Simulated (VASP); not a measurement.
The system is SiC.

```xyz
4
Lattice="3.0760 0.0000 0.0000 -1.5380 2.6639 0.0000 0.0000 0.0000 5.0480" Properties=species:S:1:pos:R:3 pbc="T T T"
Si    0.0000    1.7759    0.0000
Si    1.5380    0.8880    2.5240
C     0.0000    1.7759    1.9435
C     1.5380    0.8880    4.4675
```

| Quantity | Value |
| --- | --- |
| Program | VASP 6.6.1 |
| Task | relaxation of cell and atoms |
| Functional | LDA |
| Potentials or basis | VASP PAW LDA potentials, release 64 (Si, C) |
| Cutoff | 600 eV |
| k mesh | 10 × 10 × 6 |
| Occupations | gaussian, width 0.01 eV |
| Spin | no spin polarisation |

At the start: pressure -3.7 GPa; volume 10.34 Å³/atom.

Problem. How do energy, volume and symmetry change on relaxing?

Solution. Over 8 steps the energy falls by 11.1 meV/atom and the volume is 10.16 Å³/atom (-1.8 %); space group P6_3mc (No. 186, to 0.1 Å) before and after.

Step by step:
```
step  energy change (eV)  largest force (eV/Å)  pressure (GPa)  volume (Å³)
   1              0.0000                0.7344           -3.74        41.36
   2             -0.0074                0.6671            4.26        39.93
   3             -0.0419                0.0779            0.20        40.58
   4             -0.0419                0.0626            0.29        40.57
   5             -0.0445                0.0131            0.16        40.59
   6             -0.0446                0.0023            0.18        40.59
   7             -0.0446                0.0019           -0.15        40.65
   8             -0.0446                0.0000            0.00        40.62
```

Final structure:
```cif
data_structure
_symmetry_space_group_name_H-M 'P 1'
_symmetry_Int_Tables_number 1
_cell_length_a 3.0574
_cell_length_b 3.0574
_cell_length_c 5.0179
_cell_angle_alpha 90.000
_cell_angle_beta 90.000
_cell_angle_gamma 120.000
_cell_volume 40.62
loop_
_atom_site_label
_atom_site_type_symbol
_atom_site_fract_x
_atom_site_fract_y
_atom_site_fract_z
_atom_site_occupancy
Si1 Si 0.33333 0.66667 0.00460 1
Si2 Si 0.66667 0.33333 0.50460 1
C1 C 0.33333 0.66667 0.38040 1
C2 C 0.66667 0.33333 0.88040 1
```
